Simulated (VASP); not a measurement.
# MgO (rock salt) (Fm-3m) in VASP: notebook

Runs on MgO (rock salt). Level: LDA. Tasks: single point.

All numbers are computed with VASP 6.6.1; they aren't measurements. Logs are shortened: lines on timing, memory, paths and dates and some standing lists are left out, and cuts for length are marked.

### 1 The cell of the first run

Symmetry: Fm-3m, No. 225, cubic system. The conventional cell has a = 3.773 Å, b = 3.773 Å, c = 3.773 Å, α = 90.00°, β = 90.00°, γ = 90.00°. Mg (site symmetry m-3m) has 6 O at 1.89 Å within 2.5 Å. Within 2.5 Å of O (site symmetry m-3m) lie 6 Mg at 1.89 Å.

### 2 Single point, LDA (volume scaled by 0.72)

INCAR

```
SYSTEM = MgO
PREC = Accurate
ENCUT = 600
EDIFF = 1E-6
ISMEAR = 0
SIGMA = 0.01
LREAL = .False.
LASPH = .True.
NELM = 120
ALGO = Normal
ISIF = 2
LWAVE = .False.
LCHARG = .False.
NBANDS = 11
GGA_COMPAT = .False.
```

KPOINTS

```
regular mesh
0
Gamma
  10 10 10
  0 0 0
```

POSCAR

```
MgO
1.0
    0.0000000000      1.8866713983      1.8866713983
    1.8866713983      0.0000000000      1.8866713983
    1.8866713983      1.8866713983      0.0000000000
Mg O
1 1
Direct
    0.0000000000      0.0000000000      0.0000000000
    0.5000000000      0.5000000000      0.5000000000
```

Potentials or basis: VASP PAW LDA potentials, release 64 (Mg, O).

The run is started by

```console
$ cat potpaw_LDA.64/Mg/POTCAR potpaw_LDA.64/O/POTCAR > POTCAR
$ mpirun -np 1 vasp_std > vasp.out
```

OUTCAR:

```text
SYSTEM = MgO
   PREC = Accurate
   ENCUT = 600
   EDIFF = 1E-6
   ISMEAR = 0
   LREAL = .False.
   LASPH = .True.
   NELM = 120
   ISIF = 2

 ion  position               nearest neighbor table
   1  0.000  0.000  0.000-   2 1.89   2 1.89   2 1.89   2 1.89   2 1.89   2 1.89
   2  0.500  0.500  0.500-   1 1.89   1 1.89   1 1.89   1 1.89   1 1.89   1 1.89

  LATTYP: Found a face centered cubic cell.
 ALAT       =     3.7733427966

  Lattice vectors:

 A1 = (   0.0000000000,   1.8866713983,   1.8866713983)
 A2 = (   1.8866713983,   0.0000000000,   1.8866713983)
 A3 = (   1.8866713983,   1.8866713983,   0.0000000000)

Analysis of symmetry for initial positions (statically):
=====================================================================
 Subroutine PRICEL returns:
 Original cell was already a primitive cell.

 Routine SETGRP: Setting up the symmetry group for a
 face centered cubic supercell.

 Subroutine GETGRP returns: Found 48 space group operations
 (whereof 48 operations were pure point group operations)
 out of a pool of 48 trial point group operations.

The static configuration has the point symmetry O_h .

Analysis of symmetry for dynamics (positions and initial velocities):
=====================================================================
 Subroutine PRICEL returns:
 Original cell was already a primitive cell.

 Routine SETGRP: Setting up the symmetry group for a
 face centered cubic supercell.

 Subroutine GETGRP returns: Found 48 space group operations
 (whereof 48 operations were pure point group operations)
 out of a pool of 48 trial point group operations.

The dynamic configuration has the point symmetry O_h .

 Subroutine INISYM returns: Found 48 space group operations
 (whereof 48 operations are pure point group operations),
 and found     1 'primitive' translations

----------------------------------------------------------------------------------------

                                     Primitive cell

  volume of cell :      13.4313

  direct lattice vectors                    reciprocal lattice vectors
     0.000000000  1.886671398  1.886671398    -0.265017003  0.265017003  0.265017003
     1.886671398  0.000000000  1.886671398     0.265017003 -0.265017003  0.265017003
     1.886671398  1.886671398  0.000000000     0.265017003  0.265017003 -0.265017003

  length of vectors
     2.668156279  2.668156279  2.668156279     0.459022914  0.459022914  0.459022914

  position of ions in fractional coordinates (direct lattice)
     0.000000000  0.000000000  0.000000000
     0.500000000  0.500000000  0.500000000

  ion indices of the primitive-cell ions
   primitive index   ion index
                 1           1
                 2           2

----------------------------------------------------------------------------------------

 KPOINTS: regular mesh

Automatic generation of k-mesh.
 Grid dimensions read from file:
 generate k-points for:   10   10   10

 Generating k-lattice:

  Cartesian coordinates                     Fractional coordinates (reciprocal lattice)
    -0.026501700  0.026501700  0.026501700     0.100000000  0.000000000  0.000000000
     0.026501700 -0.026501700  0.026501700     0.000000000  0.100000000  0.000000000
     0.026501700  0.026501700 -0.026501700     0.000000000  0.000000000  0.100000000

  Length of vectors
     0.045902291  0.045902291  0.045902291

  Shift w.r.t. Gamma in fractional coordinates (k-lattice)
     0.000000000  0.000000000  0.000000000

 Subroutine IBZKPT returns following result:
 ===========================================

 Found     47 irreducible k-points:

 Following reciprocal coordinates:
            Coordinates               Weight
  0.000000  0.000000  0.000000      1.000000
  0.100000  0.000000  0.000000      8.000000
  0.200000  0.000000  0.000000      8.000000
  0.300000  0.000000  0.000000      8.000000
  0.400000  0.000000  0.000000      8.000000
  0.500000  0.000000  0.000000      4.000000
[... 16 lines left out ...]
  0.300000  0.300000  0.000000      6.000000
  0.400000  0.300000  0.000000     24.000000
 [... further k-points ...]
   k-points           NKPTS =     47   k-points in BZ     NKDIM =     47   number of bands    NBANDS=     11
   number of dos      NEDOS =    301   number of ions     NIONS =      2
   total plane-waves  NPLWV =  13824
   dimension x,y,z NGX =    24 NGY =   24 NGZ =   24
   dimension x,y,z NGXF=    48 NGYF=   48 NGZF=   48
   ions per type =               1   1
   NGX,Y,Z   is equivalent  to a cutoff of  14.95, 14.95, 14.95 a.u.
   NGXF,Y,Z  is equivalent  to a cutoff of  29.91, 29.91, 29.91 a.u.
 SYSTEM =  MgO
   PREC   = accura    normal or accurate (medium, high low for compatibility)
   ISTART =      0    job   : 0-new  1-cont  2-samecut
   ICHARG =      2    charge: 1-file 2-atom 10-const
   ISPIN  =      1    spin polarized calculation?
   LNONCOLLINEAR =      F non collinear calculations
   LSORBIT =      F    spin-orbit coupling
   LASPH  =      T    aspherical Exc in radial PAW
   ENCUT  =  600.0 eV  44.10 Ry    6.64 a.u.   5.33  5.33  5.33*2*pi/ulx,y,z
   NELM   =    120;   NELMIN=  2; NELMDL= -5     # of ELM steps
   EDIFF  = 0.1E-05   stopping-criterion for ELM
   LREAL  =      F    real-space projection
   EDIFFG = 0.1E-04   stopping-criterion for IOM
   NSW    =      0    number of steps for IOM
   IBRION =     -1    ionic relax: 0-MD 1-quasi-New 2-CG
   NFREE  =      0    steps in history (QN), initial steepest desc. (CG)
   ISIF   =      2    stress and relaxation
   ISYM   =      2    0-nonsym 1-usesym 2-fastsym
   POTIM  = 0.5000    time-step for ionic-motion
   TEBEG  =    0.0;   TEEND  =   0.0 temperature during run
   PSTRESS=    0.0 pullay stress
   NELECT =       8.0000    total number of electrons
   NUPDOWN=      -1.0000    fix difference up-down
   EMIN   =  10.00;   EMAX   =-10.00  energy-range for DOS
   EFERMI =   0.00;   METHOD = LEGACY
   ISMEAR =     0;   SIGMA  =   0.01  broadening in eV -4-tet -1-fermi 0-gaus
   EFERMI_NEDOS =   21; number of points for ismear=-14 and -15
   IALGO  =     38    algorithm
   IMIX   =      4    mixing-type and parameters
     AMIX     =   0.40;   BMIX     =  1.00
     AMIX_MAG =   1.60;   BMIX_MAG =  1.00
  volume/ion in A,a.u.               =       6.72        45.32
  Fermi-wavevector in a.u.,A,eV,Ry     =   1.377416  2.602939 25.814004  1.897276
  Thomas-Fermi vector in A             =   2.502572
   LORBIT       =      0    0 simple, 1 ext, 2 COOP (PROOUT), +10 PAW based schemes
   GGA     = CA    functional components
   LHFCALC =     F    Hartree Fock is set to
   AEXX    =    0.0000 exact exchange contribution
   IVDW    =     0    specifies the selected vdW correction
   LEPSILON=     F    determine dielectric tensor
   LRPA    =     F    only Hartree local field effects (RPA)
 non-spin polarized calculation
 Gauss-broadening in eV      SIGMA  =   0.01
  energy-cutoff  :      600.00
  volume of cell :       13.43
 maximum number of plane-waves:       464
 NGX is ok and might be reduce to    24
   NGX = 11   NGY = 11   NGZ = 11

 number of electron       7.9999999 magnetization

 Free energy of the ion-electron system (eV)
  ---------------------------------------------------
  ext. energy  EPLUGINS =         0.00000000
  ---------------------------------------------------
  free energy    TOTEN  =       -12.46817336 eV

  energy without entropy =      -12.46817336  energy(sigma->0) =      -12.46817336

 E-fermi :   6.0081     XC(G=0): -13.2770

 val. band max:        5.8937918852   @ k =   0.0000   0.0000   0.0000
 cond. band min:      14.5116408619   @ k =   0.0000   0.0000   0.0000
 fundamental gap:      8.6178489767
 Fermi energy:         6.0081412213

 k-point     1 :       0.0000    0.0000    0.0000
  band No.  band energies     occupation
      1     -13.1897      2.00000
      2       5.8938      2.00000
      3       5.8938      2.00000
      4       5.8938      2.00000
      5      14.5116      0.00000
      6      23.1532      0.00000
      7      23.1532      0.00000
      8      23.1532      0.00000
      9      28.1428      0.00000
     10      30.2536      0.00000
     11      30.2536      0.00000

 k-point     2 :       0.1000    0.0000    0.0000
  band No.  band energies     occupation
      1     -13.0073      2.00000
      2       5.1502      2.00000
      3       5.7700      2.00000
      4       5.7700      2.00000
      5      15.0809      0.00000
      6      21.8232      0.00000
      7      23.5279      0.00000
      8      23.5279      0.00000
      9      29.9166      0.00000
     10      29.9166      0.00000
     11      30.3703      0.00000

 k-point     3 :       0.2000    0.0000    0.0000
  band No.  band energies     occupation
      1     -12.4948      2.00000
      2       3.4489      2.00000
      3       5.4594      2.00000
      4       5.4594      2.00000
      5      16.0587      0.00000
      6      20.5300      0.00000
      7      24.4455      0.00000
      8      24.4455      0.00000
      9      29.5090      0.00000
     10      29.5090      0.00000
     11      33.3381      0.00000

 k-point     4 :       0.3000    0.0000    0.0000
  band No.  band energies     occupation
      1     -11.7692      2.00000
      2       1.5652      2.00000
      3       5.1005      2.00000
      4       5.1005      2.00000
      5      16.2823      0.00000
      6      20.7939      0.00000
      7      25.2577      0.00000
      8      25.2577      0.00000
      9      29.9741      0.00000
     10      29.9741      0.00000
     11      33.2141      0.00000
[... 239 lines left out ...]
 k-point    22 :      -0.2000    0.2000    0.0000
  band No.  band energies     occupation
      1     -11.5645      2.00000
      2       1.8521      2.00000
      3       3.8916      2.00000
      4       5.0577      2.00000
      5      17.8995      0.00000
      6      19.3248      0.00000
      7      24.7220      0.00000
      8      26.5021      0.00000
      9      27.7295      0.00000
     10      31.0331      0.00000
     11      36.7482      0.00000

 k-point    23 :       0.3000    0.3000    0.0000
  band No.  band energies     occupation
      1     -11.4422      2.00000
      2       1.7048      2.00000
      3       4.5465      2.00000
      4       4.5465      2.00000
      5      16.4946      0.00000
      6      18.6695      0.00000
      7      24.0616      0.00000
      8      27.7634      0.00000
      9      27.7634      0.00000
     10      33.5809      0.00000
     11      40.5168      0.00000

 k-point    24 :       0.4000    0.3000    0.0000
  band No.  band energies     occupation
      1     -10.9782      2.00000
      2       1.0430      2.00000
      3       4.0041      2.00000
      4       4.3319      2.00000
      5      16.2307      0.00000
      6      19.5005      0.00000
      7      23.1276      0.00000
      8      28.4305      0.00000
      9      28.7304      0.00000
     10      34.7225      0.00000
     11      40.0002      0.00000

 [... further k-points ...]

------------------------ aborting loop because EDIFF is reached ----------------------------------------

  FORCE on cell =-STRESS in cart. coord.  units (eV):
  Direction    XX          YY          ZZ          XY          YZ          ZX
  --------------------------------------------------------------------------------------
  -------------------------------------------------------------------------------------
  Total        7.6020270      7.6020270      7.6020270     -0.0000000     -0.0000000     -0.0000000
  in kB      906.8202230    906.8202230    906.8202230     -0.0000000     -0.0000000     -0.0000000
  external PRESSURE =     906.8202230 kB  Pullay stress =       0.0000000 kB

 VOLUME and BASIS-vectors are now :
 -----------------------------------------------------------------------------
  energy-cutoff  :      600.00
  volume of cell :       13.43
      direct lattice vectors                 reciprocal lattice vectors
     0.000000000  1.886671398  1.886671398    -0.265017003  0.265017003  0.265017003
     1.886671398  0.000000000  1.886671398     0.265017003 -0.265017003  0.265017003
     1.886671398  1.886671398  0.000000000     0.265017003  0.265017003 -0.265017003

 POSITION                                       TOTAL-FORCE (eV/Angst)
 -----------------------------------------------------------------------------------
      0.00000      0.00000      0.00000        -0.000000      0.000000      0.000000
      1.88667      1.88667      1.88667         0.000000     -0.000000      0.000000
 -----------------------------------------------------------------------------------
    total drift:                               -0.000000     -0.000000      0.000000

  FREE ENERGIE OF THE ION-ELECTRON SYSTEM (eV)
  ---------------------------------------------------
  free  energy   TOTEN  =       -12.4681733568 eV

  energy  without entropy=      -12.4681733568  energy(sigma->0) =      -12.46817336
```

Wall time 5.1 s (1 thread of Intel Xeon Platinum 8488C (Sapphire Rapids), shared host); peak memory 0.13 GiB.

Results:

```yaml
Free_energy: -12.4682 eV
Pressure: 90.7 GPa
Band_gap_on_the_k_mesh: 8.62 eV, direct
```

Levels at points of the mesh, in eV from the valence-band top:
```tsv
k point	band 1	band 2	band 3	band 4	band 5	band 6	band 7	band 8	band 9
(0.00, 0.00, 0.00)	-19.08	0.00	0.00	0.00	8.62	17.26	17.26	17.26	22.25
(0.50, 0.00, 0.00)	-16.66	-6.40	-1.17	-1.17	10.01	16.36	19.64	19.64	26.23
(0.50, 0.50, 0.00)	-16.31	-5.68	-1.89	-1.89	8.96	13.82	16.79	24.24	24.24
```

Caveat: the cell differs from its parent crystal (volume scaled by 0.72). A k mesh can miss the band edges.

### 3 Single point, LDA (volume scaled by 0.9)

INCAR: that of step 2 with these lines changed.

```diff
@@ -13,2 +13,3 @@
 LCHARG = .False.
+GGA = CA
 NBANDS = 11
```

KPOINTS is that of step 2.

POSCAR

```
MgO
1.0
    0.0000000000      2.0323551546      2.0323551546
    2.0323551546      0.0000000000      2.0323551546
    2.0323551546      2.0323551546      0.0000000000
Mg O
1 1
Direct
    0.0000000000      0.0000000000      0.0000000000
    0.5000000000      0.5000000000      0.5000000000
```

Potentials or basis: VASP PAW LDA potentials, release 64 (Mg, O).

The run is started by

```console
$ cat potpaw_LDA.64/Mg/POTCAR potpaw_LDA.64/O/POTCAR > POTCAR
$ mpirun -np 1 vasp_std > vasp.out
```

Run time: 6 s. Hardware: 1 thread of Intel Xeon Platinum 8488C (Sapphire Rapids), shared host; peak memory 0.13 GiB.

The run converged. Its results:

- Free energy: -13.4113 eV
- Pressure: 11.7 GPa
- Band gap on the k mesh: 5.77 eV, direct

Levels at points of the mesh, in eV from the valence-band top:
```tsv
k point	band 1	band 2	band 3	band 4	band 5	band 6	band 7	band 8	band 9
(0.00, 0.00, 0.00)	-17.60	0.00	0.00	0.00	5.77	16.10	16.10	16.10	20.42
(0.50, 0.00, 0.00)	-15.95	-5.20	-0.80	-0.80	8.42	13.63	17.12	17.12	22.21
(0.50, 0.50, 0.00)	-15.64	-4.61	-1.53	-1.53	8.97	10.91	14.05	20.30	20.30
```

Caveat: the cell differs from its parent crystal (volume scaled by 0.9).

### 4 Single point, LDA

This run uses another cell than the first one, of 9.33 Å³/atom, 1.389 times its volume.

INCAR: that of step 3 with these lines changed.

```diff
@@ -13,3 +13,2 @@
 LCHARG = .False.
-GGA = CA
 NBANDS = 11
```

KPOINTS

```
Automatic mesh
0
Gamma
  10 10 10
  0 0 0
```

POSCAR

```
MgO
1.0
    0.0000000000      2.1050000000      2.1050000000
    2.1050000000      0.0000000000      2.1050000000
    2.1050000000      2.1050000000      0.0000000000
Mg O
1 1
Direct
    0.0000000000      0.0000000000      0.0000000000
    0.5000000000      0.5000000000      0.5000000000
```

The run is started by

```console
$ cat potpaw_LDA.64/Mg/POTCAR potpaw_LDA.64/O/POTCAR > POTCAR
$ mpirun -np 1 vasp_std > vasp.out
```

Wall time 6.1 s (1 thread of Intel Xeon Platinum 8488C (Sapphire Rapids), shared host); peak memory 0.13 GiB.

The run converged. Its results:

* Free energy: -13.4293 eV
* Pressure: -7.8 GPa
* Band gap on the k mesh: 4.67 eV, direct

Levels at points of the mesh, in eV from the valence-band top:
```csv
k point,band 2,band 3,band 4,band 5,band 6,band 7
"(0.00, 0.00, 0.00)",0.00,0.00,0.00,4.67,15.54,15.54
"(0.50, 0.00, 0.00)",-4.71,-0.67,-0.67,7.74,12.42,16.02
"(0.50, 0.50, 0.00)",-4.16,-1.37,-1.37,8.89,9.72,12.91
```

### 5 Overview

| cell | gap on the mesh (eV) | pressure (GPa) |
| --- | --- | --- |
| a = 2.668 Å, angles 60.0°, 2 atoms | 8.62 | 90.7 |
| a = 2.874 Å, angles 60.0°, 2 atoms | 5.77 | 11.7 |
| a = 2.977 Å, angles 60.0°, 2 atoms | 4.67 | -7.8 |

Alike in all rows: task single point; level LDA; potentials or basis VASP PAW LDA potentials, release 64 (Mg, O); no spin polarisation; k mesh 10 × 10 × 10; cutoff (eV) 600; smearing gaussian 0.01 eV.

Absolute energies hang on the potentials; compare differences alone.
